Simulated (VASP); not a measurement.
Input of a VASP 6.6.1 run:

The input INCAR:

```
SYSTEM = Si
  ALGO = Normal
  EDIFF = 1E-6
  EDIFFG = -0.03
  ENCUT = 600
  GGA = CA
  IBRION = 2
  ISIF = 3
  ISMEAR = -1
  LASPH = .TRUE.
  LCHARG = .FALSE.
  LREAL = .FALSE.
  LWAVE = .FALSE.
  NELM = 60
  NSW = 100
  PREC = Accurate
  PSTRESS = 200.0
  SIGMA = 0.05
```

The input KPOINTS:

```
k-points
0
G
  17 17 17
  0 0 0
```

The input POSCAR:

```
Si
1.0
    2.3617370000      0.0000000000      0.0000000000
    1.1808685000      2.0453242391      0.0000000000
    1.1808685000      0.6817747464      1.9283501856
Si
1
Direct
    0.0000000000      0.0000000000      0.0000000000
```

Potentials or basis: VASP PAW LDA potentials, release 64 (Si).

Run with:

```console
$ cat potpaw_LDA.64/Si/POTCAR > POTCAR
$ mpirun -np 1 vasp_std > vasp.out
```

(1) What does it give for the relaxed volume?

(2) Estimate the space group after relaxing (to 0.05 Å).

Results:

(1) 11.93 Å³/atom.

(2) Fm-3m (No. 225).

Caveat: the cell is relaxed towards a set pressure, so the enthalpy falls and the energy may rise; the volume moved by over 15 % at a fixed basis, so the end points are rough.
